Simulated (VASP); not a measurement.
## MoS2: single point with PBE+D3(BJ)

MoS2:

```xyz
3
Lattice="1.6255 0.9385 5.9589 -1.6255 0.9385 5.9589 0.0000 -1.8769 5.9589" Properties=species:S:1:pos:R:3 pbc="T T T"
Mo    0.0000    0.0000    0.0000
S     0.0000    0.0000   13.5207
S     0.0000    0.0000    4.3560
```

This cell differs from its parent crystal: strain +0.0375 x Voigt [1, 1, 0, 0, 0, 0].

```yaml
Program: VASP 6.6.1
Task: single point
Functional: PBE
Dispersion: D3(BJ)
Potentials_or_basis: VASP PAW PBE potentials, release 64 (Mo_sv, S)
Cutoff: 520 eV
k_mesh: 18 × 18 × 18
Occupations: gaussian, width 0.15 eV
Spin: no spin polarisation
Dipole_correction: no
Further_INCAR_settings: ALGO = Normal; EDIFF = 1e-06; NBANDS = 20
```

The pressure is -9.0 GPa, the largest force is 0.832 eV/Å and the band gap on the k mesh is zero (bands 13 and 14 overlap by 0.70 eV). The dispersion energy per atom is -0.417 eV.

Forces in eV/Å, atoms in the order of the input:
```
Mo   0.000  0.000  0.000
S    0.000  0.000 -0.832
S    0.000  0.000  0.832
```

Stress tensor (GPa, compression positive):
```
-9.53  0.00  0.00
 0.00 -9.53  0.00
 0.00  0.00 -7.84
```

Levels at points of the mesh, in eV from the Fermi level:
```csv
k point,band 9,band 10,band 11,band 12,band 13,band 14,band 15,band 16,band 17,band 18
"(0.00, 0.00, 0.00)",-3.63,-1.16,-1.12,-0.79,-0.79,-0.17,-0.17,2.90,2.90,6.05
"(0.50, 0.00, 0.00)",-4.99,-3.86,-2.66,-1.66,-1.35,1.02,1.84,2.86,3.67,5.76
"(0.50, 0.50, 0.00)",-4.09,-3.71,-2.61,-2.14,-1.77,1.02,1.58,3.53,4.61,4.77
"(0.50, 0.50, 0.50)",-3.58,-3.58,-0.76,-0.76,-0.38,-0.38,0.01,3.11,3.11,6.42
```

It took 14 min on 1 thread of Intel(R) Xeon(R) 6975P-C (Granite Rapids), on a shared host, peak memory 0.77 GiB.

Caveat: the cell differs from its parent crystal (strain +0.0375 x Voigt [1, 1, 0, 0, 0, 0]); the cell stands under tension.
